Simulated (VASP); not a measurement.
Wanted: the native input for a VASP 6.6.1 run.

```
Task                   : single point
Functional             : PBE
Potentials or basis    : VASP PAW PBE potentials, release 64 (Zr_sv, Br, Cl)
Cutoff                 : 520 eV
k mesh                 : 6 × 6 × 2
Occupations            : gaussian, width 0.1 eV
Spin                   : no spin polarisation
Dipole correction      : no
Further INCAR settings : ALGO = Normal; EDIFF = 1e-07; NBANDS = 35
```

The structure of Zr2Br3Cl lies in POSCAR:

```
Zr2Br3Cl
1.0
    4.4911830283     -0.0000000029      0.0000000000
   -2.2455915116      3.8894785970      0.0000000000
    0.0000000000      0.0000000000      9.5648191873
Zr Br Cl
2 3 1
Direct
    0.3333333333      0.6666666667      0.0000000000
    0.6666666667      0.3333333333      0.5000000000
    0.6666666667      0.3333333333      0.7850538391
    0.6666666667      0.3333333333      0.2149461609
    0.3333333333      0.6666666667      0.5000000000
    0.0000000000      0.0000000000      0.0000000000
```

The cell was built from a structure type or drawn by symmetry, and may not be a known phase.

The input as run:

INCAR

```
SYSTEM = Zr2Br3Cl
  ALGO = Normal
  EDIFF = 1E-7
  ENCUT = 520
  GGA = PE
  ISIF = 2
  ISMEAR = 0
  LASPH = .TRUE.
  LCHARG = .FALSE.
  LREAL = .FALSE.
  LWAVE = .FALSE.
  NBANDS = 35
  NELM = 60
  PREC = Accurate
  SIGMA = 0.1
```

KPOINTS

```
k-points
0
G
  6 6 2
  0 0 0
```

Potentials or basis: VASP PAW PBE potentials, release 64 (Zr_sv, Br, Cl).

Run with:

```bash
$ cat potpaw_PBE.64/Zr_sv/POTCAR potpaw_PBE.64/Br/POTCAR potpaw_PBE.64/Cl/POTCAR > POTCAR
$ mpirun -np 1 vasp_std > vasp.out
```

Results of the run:

```
Pressure               : 0.0 GPa
Largest force          : 0.007 eV/Å
Band gap on the k mesh : zero (bands 26 and 27 overlap by 0.41 eV)
```

Wall time 2.2 min on 1 thread of Intel(R) Xeon(R) Platinum 8259CL CPU @ 2.50GHz (Skylake/Cascade Lake) (shared host), peak memory 0.32 GiB.
